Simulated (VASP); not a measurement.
Runs of VASP 6.6.1 on NaI. The structure is that of space group Fm-3m (No. 225), or close to it. The cells are those of the table. 

| cell | gap on the mesh (eV) | pressure (GPa) |
| --- | --- | --- |
| a = 4.573 Å, angles 60.0°, 2 atoms | (b) | -0.1 |
| a = 4.618 Å, angles 60.0°, 2 atoms | 4.36 | -0.6 |
| a = 4.479 Å, angles 60.0°, 2 atoms | 4.65 | 1.1 |
| a = 4.662 Å, angles 60.0°, 2 atoms | 4.28 | -1.0 |
| a = 4.577 Å, angles 60.0°, 2 atoms | 4.44 | -0.2 |
| a = 4.720 Å, angles 60.0°, 2 atoms | (a) | -1.4 |
| a = 4.382 Å, angles 60.0°, 2 atoms | 4.89 | 2.8 |

Alike in all rows: task single point; level r2SCAN; potentials or basis VASP PAW PBE potentials, release 64 (Na_pv, I); no spin polarisation; k mesh 6 × 6 × 6; cutoff (eV) 520; smearing gaussian 0.02 eV.

Question: Estimate the missing entries.

Answer: (a) 4.18; (b) 4.45.

Caveats: the PAW data sets were made with another functional, which shifts forces and pressure a little; spin-orbit coupling is left out, which moves the levels of the heavy elements.

A k mesh can miss the band edges, and the runs leave out spin-orbit coupling on I.
